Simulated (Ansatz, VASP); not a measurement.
Two plane-wave programs on KI

```
K I
1.0
     6.08614    0.00000    0.00000
    -3.04307    5.27075    0.00000
     0.00000    0.00000    7.11879
K I
2 2
Cartesian
  0.0000 3.5138 -0.4414
  3.0431 1.7569 3.1180
  0.0000 3.5138 3.1181
  3.0431 1.7569 6.6775
```

Alike in both runs: functional PBE; k mesh 8 × 8 × 5; occupations fermi-dirac, width 0.05 eV; no spin polarisation.

Ansatz relaxed the structure, and its values are those at the end. VASP's run is a single point on that final structure, the one shown.

|  | VASP | Ansatz |
| --- | --- | --- |
| version | VASP 6.6.1 | Ansatz 0.2.0 |
| potentials or method | VASP PAW PBE potentials, release 64 (K_sv, I) | PAW with Ansatz's default frozen-core files, scalar-relativistic |
| plane-wave cutoff (eV) | 520 | 420 |
| valence electrons in the cell | 32 | 52 |

```tsv
	VASP	Ansatz	Ansatz less VASP
gap on the k mesh at the Fermi level (eV)	3.75	3.75	+0.003
pressure (GPa)	0.0	0.0	-0.01
```

With one functional, cell and mesh, what is left measures potentials, basis and numerics. VASP's potentials hold 32 valence electrons a cell and Ansatz's 52, so a difference there can come from the potentials and not from the codes. Ansatz's warnings: xc potential rough in thin density.

Spin-orbit coupling is off throughout.
